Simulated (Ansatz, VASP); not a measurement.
Two plane-wave programs on Pt

```xyz
1
Lattice="0.0000 2.0267 2.0267 2.0267 0.0000 2.0267 2.0267 2.0267 0.0000" Properties=species:S:1:pos:R:3 pbc="T T T"
Pt    0.0000    0.0000    0.0000
```

Alike in both runs: functional BLYP; k mesh 14 × 14 × 14; occupations fermi-dirac, width 0.1 eV; no spin polarisation.

Ansatz relaxed the structure, and its values are those at the end. VASP's run is a single point on that final structure, the one shown.

|  | VASP | Ansatz |
| --- | --- | --- |
| version | VASP 6.6.1 | Ansatz 0.2.0 |
| potentials or method | VASP PAW PBE potentials, release 64 (Pt), cutoff 520 eV | plane waves (420 eV) with PAW, scalar-relativistic |
| valence electrons in the cell | 10 | 18 |

|  | VASP | Ansatz | Ansatz less VASP |
| --- | --- | --- | --- |
| pressure (GPa) | 0.9 | 0.0 | -0.95 |

VASP's potentials were made for PBE, not for BLYP. VASP's potentials hold 10 valence electrons a cell and Ansatz's 18, so a difference there can come from the potentials and not from the codes.

Spin-orbit coupling is off throughout.
